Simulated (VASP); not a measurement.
Input of a VASP 6.6.1 run:

POSCAR

```
Cu
1.0
    0.0000000000      1.8075000000      1.8075000000
    1.8075000000      0.0000000000      1.8075000000
    1.8075000000      1.8075000000      0.0000000000
Cu
1
Direct
    0.0000000000      0.0000000000      0.0000000000
```

The input INCAR.step1:

```
ALGO = Normal
EDIFF = 1E-4
ENCUT = 600
GGA = PE
ISMEAR = -1
LASPH = T
LCHARG = F
LREAL = F
LWAVE = T
NELM = 100
PREC = Accurate
SIGMA = 0.02
```

File INCAR.step2:

```
ALGO = Normal
EDIFF = 1E-6
EDIFFG = -0.02
ENCUT = 600
IBRION = 2
ISIF = 3
ISMEAR = -1
ISTART = 1
LASPH = T
LCHARG = F
LMIXTAU = T
LREAL = F
LWAVE = F
METAGGA = R2SCAN
NELM = 100
NSW = 80
PREC = Accurate
SIGMA = 0.02
```

KPOINTS

```
k-points
0
Gamma
  10 10 10
```

Potentials or basis: VASP PAW PBE potentials, release 64 (Cu).

Run with:

```console
$ cat potpaw_PBE.64/Cu/POTCAR > POTCAR
$ cp INCAR.step1 INCAR
$ mpirun -np 1 vasp_std > vasp.out
$ cp INCAR.step2 INCAR
$ mpirun -np 1 vasp_std > vasp.out
```

Question: Predict the relaxed cell.

Answer: a = 2.534 Å, b = 2.534 Å, c = 2.534 Å, α = 60.00°, β = 60.00°, γ = 60.00°.

Question: Predict the band gap on the k mesh.

Answer: Zero (an odd number of electrons rules out a gap without spin polarisation).

Question: Estimate the relaxed volume.

Answer: 11.51 Å³/atom.

Final structure:
```cif
data_structure
_symmetry_space_group_name_H-M 'P 1'
_symmetry_Int_Tables_number 1
_cell_length_a 2.5343
_cell_length_b 2.5343
_cell_length_c 2.5343
_cell_angle_alpha 60.000
_cell_angle_beta 60.000
_cell_angle_gamma 60.000
_cell_volume 11.51
loop_
_atom_site_label
_atom_site_type_symbol
_atom_site_fract_x
_atom_site_fract_y
_atom_site_fract_z
_atom_site_occupancy
Cu1 Cu 0.00000 0.00000 0.00000 1
```

Caveat: the PAW data sets were made with another functional, which shifts forces and pressure a little.
